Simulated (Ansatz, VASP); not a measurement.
Two plane-wave programs on Hf

INCAR

```
SYSTEM = Hf
PREC = Accurate
ENCUT = 520
EDIFF = 1E-6
ISMEAR = -1
SIGMA = 0.1
LREAL = .False.
LASPH = .True.
NELM = 80
ALGO = Normal
ISIF = 2
LWAVE = .False.
LCHARG = .False.
GGA = PE
NBANDS = 17
```

The input KPOINTS:

```
Automatic mesh
0
Gamma
  9 9 9
  0 0 0
```

The input POSCAR:

```
Hf
1.0
    0.0000000000      3.4016305053      3.4016305053
    3.4016305053      0.0000000000      3.4016305053
    3.4016305053      3.4016305053      0.0000000000
Hf
2
Direct
    0.1250000000      0.1250000000      0.1250000000
    0.8750000000      0.8750000000      0.8750000000
```

Input for Ansatz:

```yaml
crystal:
  lattice:
    - [0.0, 3.4016305053, 3.4016305053]
    - [3.4016305053, 0.0, 3.4016305053]
    - [3.4016305053, 3.4016305053, 0.0]
  atoms:
    - { symbol: Hf, position: [0.125, 0.125, 0.125] }
    - { symbol: Hf, position: [0.875, 0.875, 0.875] }
hamiltonian:
  xc: pbe
  pseudopotentials:
    kind: paw
    azcp:
      Hf: "pseudopotentials/Hf.paw.azcp"
basis:
  ecutwfc: 420
  fft_grid_basis: typed
kpoints:
  mp_grid: { grid: [9, 9, 9], shift: [0, 0, 0] }
magnetization:
  spin_polarized: false
scf:
  occupations: { method: fermi_dirac, width: 0.1 }
  lower_state_search: "off"
output:
  stress: true
```

Alike in both runs: task single point; functional PBE; k mesh 9 × 9 × 9; occupations fermi-dirac, width 0.1 eV; no spin polarisation.

|  | VASP | Ansatz |
| --- | --- | --- |
| version | VASP 6.6.1 | Ansatz 0.2.0 |
| potentials or method | VASP PAW PBE potentials, release 64 (Hf_pv), cutoff 520 eV | plane waves (420 eV) with PAW, scalar-relativistic |
| valence electrons in the cell | 20 | 52 |

```csv
,VASP,Ansatz,Ansatz less VASP
pressure (GPa),-3.2,-3.0,+0.17
```

With one functional, cell and mesh, what is left measures potentials, basis and numerics. VASP's potentials hold 20 valence electrons a cell and Ansatz's 52, so a difference there can come from the potentials and not from the codes.

Spin-orbit coupling is off throughout.
